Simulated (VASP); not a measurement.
# AlH7 (P3m1) in VASP: single point with PBE

Aim: the single point of AlH7 with PBE.

All numbers are computed with VASP 6.6.1; they aren't measurements. Logs are shortened: lines on timing, memory, paths and dates and some standing lists are left out, and cuts for length are marked.

**1. The cell of the first run**

The structure is trigonal, space group P3m1 (No. 156). The conventional cell has a = 4.693 Å, b = 4.693 Å, c = 4.597 Å, α = 90.00°, β = 90.00°, γ = 120.00°. Al (site symmetry 3m) has 4 H at 1.61 to 1.63 Å within 2.1 Å. Within 2.2 Å of H (site symmetry m) lie 1 Al at 1.63 Å and 4 H at 1.94 to 2.14 Å. H (site symmetry m) has 2 H at 0.95 Å within 1.3 Å. Within 2.1 Å of H (site symmetry 3m) lie 1 Al at 1.61 Å.

The cell was generated, and may not be a known phase.

**2. Single point, PBE**

Input file INCAR:

```
PREC     = Accurate       # precision mode
ENCUT    = 500            # plane-wave cutoff, eV
EDIFF    = 1E-6           # SCF threshold, eV
ISMEAR   = 0              # smearing method
SIGMA    = 0.2            # smearing width, eV
LREAL    = F              # projectors in reciprocal space
LASPH    = T              # aspherical terms in the spheres
NELM     = 120            # most SCF steps
ALGO     = Normal         # electronic algorithm
ISIF     = 2              # what is computed and relaxed
LWAVE    = F              # write WAVECAR
LCHARG   = F              # write CHGCAR
GGA      = PE             # functional
NBANDS   = 15             # bands
GGA_COMPAT= F
```

Input file KPOINTS:

```
regular mesh
0
Gamma
  4 4 4
```

Input file POSCAR:

```
AlH7
1.0
    4.6926127404      0.0000000030      0.0000000000
   -2.3463063728      4.0639218418      0.0000000000
    0.0000000000      0.0000000000      4.5968276683
Al H
1 7
Direct
    0.3333333333      0.6666666667      0.4877777361
    0.1516805806      0.8483194194      0.3359392453
    0.1516805806      0.3033611612      0.3359392453
    0.6966388388      0.8483194194      0.3359392453
    0.5988421275      0.4011578725      0.2632093227
    0.5988421275      0.1976842550      0.2632093227
    0.8023157450      0.4011578725      0.2632093227
    0.3333333333      0.6666666667     -0.1621854000
```

Potentials or basis: VASP PAW PBE potentials, release 64 (Al, H).

On the command line:

```sh
$ cat potpaw_PBE.64/Al/POTCAR potpaw_PBE.64/H/POTCAR > POTCAR
$ mpirun -np 1 vasp_std > vasp.out
```

OUTCAR:

```text
PREC = Accurate
   ENCUT = 500
   EDIFF = 1E-6
   ISMEAR = 0
   LREAL = F
   LASPH = T
   NELM = 120
   ISIF = 2
   GGA = PE

 ion  position               nearest neighbor table
   1  0.333  0.667  0.488-   8 1.61   2 1.63   3 1.63   4 1.63
   2  0.152  0.848  0.336-   1 1.63
   3  0.152  0.303  0.336-   1 1.63
   4  0.697  0.848  0.336-   1 1.63
   5  0.599  0.401  0.263-
   6  0.599  0.198  0.263-
   7  0.802  0.401  0.263-
   8  0.333  0.667  0.838-   1 1.61

  LATTYP: Found a hexagonal cell.
 ALAT       =     4.6926127404
 C/A-ratio  =     0.9795881149

  Lattice vectors:

 A1 = (   4.6926127404,   0.0000000030,   0.0000000000)
 A2 = (  -2.3463063728,   4.0639218418,   0.0000000000)
 A3 = (   0.0000000000,   0.0000000000,   4.5968276683)

Analysis of symmetry for initial positions (statically):
=====================================================================
 Subroutine PRICEL returns:
 Original cell was already a primitive cell.

 Routine SETGRP: Setting up the symmetry group for a
 hexagonal supercell.

 Subroutine GETGRP returns: Found  6 space group operations
 (whereof  6 operations were pure point group operations)
 out of a pool of 24 trial point group operations.

The static configuration has the point symmetry C_3v.

Analysis of symmetry for dynamics (positions and initial velocities):
=====================================================================
 Subroutine PRICEL returns:
 Original cell was already a primitive cell.

 Routine SETGRP: Setting up the symmetry group for a
 hexagonal supercell.

 Subroutine GETGRP returns: Found  6 space group operations
 (whereof  6 operations were pure point group operations)
 out of a pool of 24 trial point group operations.

The dynamic configuration has the point symmetry C_3v.

 Subroutine INISYM returns: Found  6 space group operations
 (whereof  6 operations are pure point group operations),
 and found     1 'primitive' translations

----------------------------------------------------------------------------------------

                                     Primitive cell

  volume of cell :      87.6634

  direct lattice vectors                    reciprocal lattice vectors
     4.692612740  0.000000003  0.000000000     0.213100900  0.123033862  0.000000000
    -2.346306373  4.063921842  0.000000000    -0.000000000  0.246067724  0.000000000
     0.000000000  0.000000000  4.596827668     0.000000000  0.000000000  0.217541329

  length of vectors
     4.692612740  4.692612740  4.596827668     0.246067724  0.246067724  0.217541329

  position of ions in fractional coordinates (direct lattice)
     0.333333333  0.666666667  0.487777736
     0.151680581  0.848319419  0.335939245
     0.151680581  0.303361161  0.335939245
     0.696638839  0.848319419  0.335939245
     0.598842127  0.401157873  0.263209323
     0.598842127  0.197684255  0.263209323
     0.802315745  0.401157873  0.263209323
     0.333333333  0.666666667  0.837814600

  ion indices of the primitive-cell ions
   primitive index   ion index
                 1           1
                 2           2
                 3           3
                 4           4
                 5           5
                 6           6
                 7           7
                 8           8

----------------------------------------------------------------------------------------

 KPOINTS: regular mesh

Automatic generation of k-mesh.
 Grid dimensions read from file:
 generate k-points for:    4    4    4

 Generating k-lattice:

  Cartesian coordinates                     Fractional coordinates (reciprocal lattice)
     0.053275225  0.030758466  0.000000000     0.250000000  0.000000000  0.000000000
    -0.000000000  0.061516931  0.000000000    -0.000000000  0.250000000  0.000000000
     0.000000000  0.000000000  0.054385332     0.000000000  0.000000000  0.250000000

  Length of vectors
     0.061516931  0.061516931  0.054385332

  Shift w.r.t. Gamma in fractional coordinates (k-lattice)
     0.000000000  0.000000000  0.000000000

 Subroutine IBZKPT returns following result:
 ===========================================

 Found     13 irreducible k-points:

 Following reciprocal coordinates:
            Coordinates               Weight
  0.000000  0.000000  0.000000      1.000000
  0.250000  0.000000  0.000000      6.000000
  0.500000  0.000000  0.000000      3.000000
  0.250000  0.250000  0.000000      6.000000
  0.000000  0.000000  0.250000      2.000000
  0.250000  0.000000  0.250000      6.000000
  0.000000  0.250000  0.250000      6.000000
  0.500000  0.000000  0.250000      6.000000
  0.250000  0.250000  0.250000     12.000000
  0.000000  0.000000  0.500000      1.000000
  0.250000  0.000000  0.500000      6.000000
  0.500000  0.000000  0.500000      3.000000
  0.250000  0.250000  0.500000      6.000000
   k-points           NKPTS =     13   k-points in BZ     NKDIM =     13   number of bands    NBANDS=     15
   number of dos      NEDOS =    301   number of ions     NIONS =      8
   total plane-waves  NPLWV =  46656
   dimension x,y,z NGX =    36 NGY =   36 NGZ =   36
   dimension x,y,z NGXF=    72 NGYF=   72 NGZF=   72
   ions per type =               1   7
   NGX,Y,Z   is equivalent  to a cutoff of  12.75, 12.75, 13.02 a.u.
   NGXF,Y,Z  is equivalent  to a cutoff of  25.51, 25.51, 26.04 a.u.
 SYSTEM =  unknown system
   PREC   = accura    normal or accurate (medium, high low for compatibility)
   ISTART =      0    job   : 0-new  1-cont  2-samecut
   ICHARG =      2    charge: 1-file 2-atom 10-const
   ISPIN  =      1    spin polarized calculation?
   LNONCOLLINEAR =      F non collinear calculations
   LSORBIT =      F    spin-orbit coupling
   LASPH  =      T    aspherical Exc in radial PAW
   ENCUT  =  500.0 eV  36.75 Ry    6.06 a.u.   8.56  8.56  8.38*2*pi/ulx,y,z
   NELM   =    120;   NELMIN=  2; NELMDL= -5     # of ELM steps
   EDIFF  = 0.1E-05   stopping-criterion for ELM
   LREAL  =      F    real-space projection
   EDIFFG = 0.1E-04   stopping-criterion for IOM
   NSW    =      0    number of steps for IOM
   IBRION =     -1    ionic relax: 0-MD 1-quasi-New 2-CG
   NFREE  =      0    steps in history (QN), initial steepest desc. (CG)
   ISIF   =      2    stress and relaxation
   ISYM   =      2    0-nonsym 1-usesym 2-fastsym
   POTIM  = 0.5000    time-step for ionic-motion
   TEBEG  =    0.0;   TEEND  =   0.0 temperature during run
   PSTRESS=    0.0 pullay stress
   NELECT =      10.0000    total number of electrons
   NUPDOWN=      -1.0000    fix difference up-down
   EMIN   =  10.00;   EMAX   =-10.00  energy-range for DOS
   EFERMI =   0.00;   METHOD = LEGACY
   ISMEAR =     0;   SIGMA  =   0.20  broadening in eV -4-tet -1-fermi 0-gaus
   EFERMI_NEDOS =   21; number of points for ismear=-14 and -15
   IALGO  =     38    algorithm
   IMIX   =      4    mixing-type and parameters
     AMIX     =   0.40;   BMIX     =  1.00
     AMIX_MAG =   1.60;   BMIX_MAG =  1.00
  volume/ion in A,a.u.               =      10.96        73.95
  Fermi-wavevector in a.u.,A,eV,Ry     =   0.793966  1.500379  8.576874  0.630382
  Thomas-Fermi vector in A             =   1.900006
   LORBIT       =      0    0 simple, 1 ext, 2 COOP (PROOUT), +10 PAW based schemes
   GGA     = PE    functional components
   LHFCALC =     F    Hartree Fock is set to
   AEXX    =    0.0000 exact exchange contribution
   IVDW    =     0    specifies the selected vdW correction
   LEPSILON=     F    determine dielectric tensor
   LRPA    =     F    only Hartree local field effects (RPA)
 non-spin polarized calculation
 Gauss-broadening in eV      SIGMA  =   0.20
  energy-cutoff  :      500.00
  volume of cell :       87.66
 maximum number of plane-waves:      2284
 NGX is ok and might be reduce to    36
   NGX = 17   NGY = 17   NGZ = 17

 number of electron      10.0000005 magnetization

 Free energy of the ion-electron system (eV)
  ---------------------------------------------------
  ext. energy  EPLUGINS =         0.00000000
  ---------------------------------------------------
  free energy    TOTEN  =       -23.76490879 eV

  energy without entropy =      -23.76490879  energy(sigma->0) =      -23.76490879

 E-fermi :  -1.5119     XC(G=0):  -6.5829

 val. band max:       -2.4226832596   @ k =   0.2500   0.2500   0.0000
 cond. band min:       0.6011421122   @ k =   0.0000   0.0000   0.0000
 fundamental gap:      3.0238253719
 Fermi energy:        -1.5119419936

 k-point     1 :       0.0000    0.0000    0.0000
  band No.  band energies     occupation
      1     -12.8175      2.00000
      2      -6.7475      2.00000
      3      -2.8519      2.00000
      4      -2.5944      2.00000
      5      -2.5944      2.00000
      6       0.6011      0.00000
      7       0.6011      0.00000
      8       2.4898      0.00000
      9       4.0963      0.00000
     10       6.7912      0.00000
     11       7.3922      0.00000
     12       7.3922      0.00000
     13       9.7932      0.00000
     14      10.5709      0.00000
     15      10.5709      0.00000
[... 199 lines left out ...]
 k-point    13 :       0.2500    0.2500    0.5000
  band No.  band energies     occupation
      1     -12.4929      2.00000
      2      -6.6829      2.00000
      3      -4.8523      2.00000
      4      -4.0367      2.00000
      5      -2.4353      2.00000
      6       2.0834      0.00000
      7       2.4510      0.00000
      8       3.4497      0.00000
      9       4.3324      0.00000
     10       6.9292      0.00000
     11       7.7022      0.00000
     12       7.8616      0.00000
     13       8.9676      0.00000
     14      10.1166      0.00000
     15      10.1988      0.00000

------------------------ aborting loop because EDIFF is reached ----------------------------------------

  FORCE on cell =-STRESS in cart. coord.  units (eV):
  Direction    XX          YY          ZZ          XY          YZ          ZX
  --------------------------------------------------------------------------------------
  -------------------------------------------------------------------------------------
  Total        0.1181282      0.1181282      0.1816861     -0.0000000      0.0000000     -0.0000000
  in kB        2.1589656      2.1589656      3.3205812     -0.0000000      0.0000000     -0.0000000
  external PRESSURE =       2.5461708 kB  Pullay stress =       0.0000000 kB

 VOLUME and BASIS-vectors are now :
 -----------------------------------------------------------------------------
  energy-cutoff  :      500.00
  volume of cell :       87.66
      direct lattice vectors                 reciprocal lattice vectors
     4.692612740  0.000000003  0.000000000     0.213100900  0.123033862  0.000000000
    -2.346306373  4.063921842  0.000000000    -0.000000000  0.246067724  0.000000000
     0.000000000  0.000000000  4.596827668     0.000000000  0.000000000  0.217541329

 POSITION                                       TOTAL-FORCE (eV/Angst)
 -----------------------------------------------------------------------------------
     -0.00000      2.70928      2.24223        -0.000000     -0.000000     -0.011086
     -1.27864      3.44750      1.54425         0.009874     -0.005701      0.017128
     -0.00000      1.23284      1.54425        -0.000000      0.011402      0.017128
      1.27864      3.44750      1.54425        -0.009874     -0.005701      0.017128
      1.86889      1.63027      1.20993         0.009526     -0.005500      0.000120
      2.34631      0.80337      1.20993        -0.000000      0.011000      0.000120
      2.82372      1.63027      1.20993        -0.009526     -0.005500      0.000120
     -0.00000      2.70928      3.85129        -0.000000     -0.000000     -0.040658
 -----------------------------------------------------------------------------------
    total drift:                                0.000000     -0.000000     -0.000811

  FREE ENERGIE OF THE ION-ELECTRON SYSTEM (eV)
  ---------------------------------------------------
  free  energy   TOTEN  =       -23.7649087892 eV

  energy  without entropy=      -23.7649087892  energy(sigma->0) =      -23.76490879
```

Wall time 42 s (1 thread of Intel Xeon 8259CL, shared host); peak memory 0.17 GiB.

Results:

| Property | Result |
| --- | --- |
| Free energy | -23.7649 eV |
| Pressure | 0.3 GPa |
| Largest force | 0.041 eV/Å |
| Band gap on the k mesh | 3.02 eV (least direct gap 3.20 eV) |

Forces in eV/Å, atoms in the order of the input:
```
Al   0.000  0.000 -0.011
H    0.010 -0.006  0.017
H    0.000  0.011  0.017
H   -0.010 -0.006  0.017
H    0.010 -0.005  0.000
H    0.000  0.011  0.000
H   -0.010 -0.005  0.000
H    0.000  0.000 -0.041
```

A k mesh can miss the band edges.
